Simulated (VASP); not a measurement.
**MgO: vibrations by perturbation theory with LDA**

Crystal: MgO.

```
Mg O
1.0
     2.04383    2.04383    0.00000
    -2.04383    2.04383    0.00000
     0.00000    2.04383    2.04383
Mg O
1 1
Direct
  0.00000 0.00000 0.00000
  0.50000 0.50000 0.00000
```

| Item | Value |
| --- | --- |
| Program | VASP 6.6.1 |
| Task | vibrations by perturbation theory |
| Functional | LDA |
| Potentials or basis | VASP PAW LDA potentials, release 64 (Mg, O) |
| Cutoff | 520 eV |
| k mesh | 10 × 10 × 10 |
| Occupations | gaussian, width 0.01 eV |
| Spin | no spin polarisation |
| Dipole correction | no |
| Further INCAR settings | ALGO = Normal; EDIFF = 1e-08; IBRION = 8; NSW = 1 |

```
Highest phonon frequency at Γ, LO-TO splitting left out : 465 cm⁻¹
```

Phonon frequencies in cm⁻¹ (negative: imaginary):
| q point | frequencies |
| --- | --- |
| (0.000, 0.000, 0.000) | 0 0 0 465 465 465 |

Wall time 32 s on 1 thread of Intel(R) Xeon(R) Platinum 8259CL CPU @ 2.50GHz (Skylake/Cascade Lake), with other jobs on the host, peak memory 0.17 GiB.

Caveat: the cell wasn't relaxed at this level first, which shifts response properties.
